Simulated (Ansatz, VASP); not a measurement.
**Two plane-wave programs on Ru**

```xyz
1
Lattice="0.0000 1.9034 1.9034 1.9034 0.0000 1.9034 1.9034 1.9034 0.0000" Properties=species:S:1:pos:R:3 pbc="T T T"
Ru    0.0000    0.0000    0.0000
```

Alike in both runs: task relaxation of cell and atoms; functional PBE; k mesh 24 × 24 × 24; occupations gaussian, width 0.1 eV; no spin polarisation.

|  | VASP | Ansatz |
| --- | --- | --- |
| version | VASP 6.6.1 | Ansatz 0.2.0 |
| potentials or method | VASP PAW PBE potentials, release 64 (Ru_pv), cutoff 600 eV | scalar-relativistic, plane waves, PAW |
| valence electrons in the cell | 14 | 16 |

Ansatz gave:

```
gap on the k mesh at the Fermi level, each at its own relaxed structure (eV) : none
relaxed volume (Å³/atom)                                                     : 13.83
relaxed cell length with the largest relative difference (Å)                 : 2.695
```

Task: Estimate VASP's values.

Result: gap on the k mesh at the Fermi level, each at its own relaxed structure (eV): none; relaxed volume (Å³/atom): 13.83; relaxed cell length with the largest relative difference (Å): 2.694.

A gap of «none» marks a metal or a gap that the smearing closes. VASP's potentials hold 14 valence electrons a cell and Ansatz's 16, so a difference there can come from the potentials and not from the codes.
